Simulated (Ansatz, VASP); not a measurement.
**One calculation of Al2O3, two programs**

```
Al O
1.0
     2.38170    1.37508    4.21879
    -2.38170    1.37508    4.21879
     0.00000   -2.75016    4.21879
Al O
4 6
Cartesian
  0.0000 0.0000 10.7849
  0.0000 0.0000 8.1997
  0.0000 0.0000 1.8715
  0.0000 0.0000 4.4567
  -0.9234 -1.3751 5.2735
  1.6525 -0.1121 5.2735
  -0.7292 1.4872 5.2735
  0.9234 1.3751 7.3829
  -1.6525 0.1121 7.3829
  0.7292 -1.4872 7.3829
```

Alike in both runs: task single point; functional PBE; k mesh 6 × 6 × 6; occupations gaussian, width 0.05 eV; no spin polarisation.

|  | VASP | Ansatz |
| --- | --- | --- |
| version | VASP 6.6.1 | Ansatz 0.2.0 |
| potentials or method | VASP PAW PBE potentials, release 64 (Al, O), cutoff 520 eV | scalar-relativistic, plane waves, PAW |
| valence electrons in the cell | 48 | 48 |

Ansatz gave:

* gap on the k mesh at the Fermi level (eV): 6.32
* least direct gap on the mesh (eV): 6.32
* pressure (GPa): 13.8
* traceless stress, the component that is largest in VASP (GPa): 6.81
* rms of the force components (eV/Å): 0.073

**Question.** Which values does VASP return?

**Answer.** gap on the k mesh at the Fermi level (eV): 6.32; least direct gap on the mesh (eV): 6.32; pressure (GPa): 13.8; traceless stress, the component that is largest in VASP (GPa): 6.82; rms of the force components (eV/Å): 0.077.

Atom by atom the forces differ by 0.005 eV/Å (rms over components).
